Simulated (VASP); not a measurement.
Set up this calculation in VASP 6.6.1, as the native input.

```
Task                   : single point
Functional             : LDA
Potentials or basis    : VASP PAW LDA potentials, release 64 (Ti_sv, Al)
Cutoff                 : 520 eV
k mesh                 : 3 × 4 × 1
Occupations            : gaussian, width 0.15 eV
Spin                   : no spin polarisation
Dipole correction      : yes
Further INCAR settings : LREAL = Auto; ALGO = Normal; EDIFF = 1e-07; NBANDS = 56
```

The structure of TiAl3 lies in POSCAR:

```
TiAl3
1.0
    5.5941621623      0.0000000000      0.0000000000
    0.0000000000      3.9556700000      0.0000000000
    0.0000000000      0.0000000000     25.7897837840
Ti Al
4 12
Direct
    0.0000000000      0.0000000000      0.3205667860
    0.5000000000      0.0000000000      0.4207688334
    0.0000000000      0.0000000000      0.5256044504
    0.5000000000      0.0000000000      0.6304278824
    0.5000000000      0.0000000000      0.3102434498
    0.2515568910      0.5000000000      0.3629874218
    0.7484431090      0.5000000000      0.3629874218
    0.0000000000      0.0000000000      0.4207966995
    0.7504413240      0.5000000000      0.4724720424
    0.2495586760      0.5000000000      0.4724720424
    0.5000000000      0.0000000000      0.5264196544
    0.2473882990      0.5000000000      0.5810671641
    0.7526117010      0.5000000000      0.5810671641
    0.0000000000      0.0000000000      0.6385602085
    0.7493198276      0.5000000000      0.6867793896
    0.2506801724      0.5000000000      0.6867793896
```

These files were run (other wordings do the same):

INCAR

```
SYSTEM = TiAl3
PREC = Accurate
ENCUT = 520
EDIFF = 1E-7
ISMEAR = 0
SIGMA = 0.15
LREAL = Auto
LASPH = .True.
NELM = 80
ALGO = Normal
ISIF = 2
LWAVE = .False.
LCHARG = .False.
LDIPOL = .True.
IDIPOL = 3
DIPOL = 0.5 0.5 0.500
NBANDS = 56
```

KPOINTS

```
regular mesh
0
Gamma
  3 4 1
  0 0 0
```

Potentials or basis: VASP PAW LDA potentials, release 64 (Ti_sv, Al).

Launch:

```bash
$ cat potpaw_LDA.64/Ti_sv/POTCAR potpaw_LDA.64/Al/POTCAR > POTCAR
$ mpirun -np 1 vasp_std > vasp.out
```

It gave:

- Largest force: 0.022 eV/Å
- Band gap on the k mesh: zero (bands 42 and 43 overlap by 0.43 eV)

Caveat: the k points lie up to 0.40 Å⁻¹ apart.

It took 14 min on 1 thread of Intel Xeon 8259CL, with other jobs on the host, peak memory 0.47 GiB.
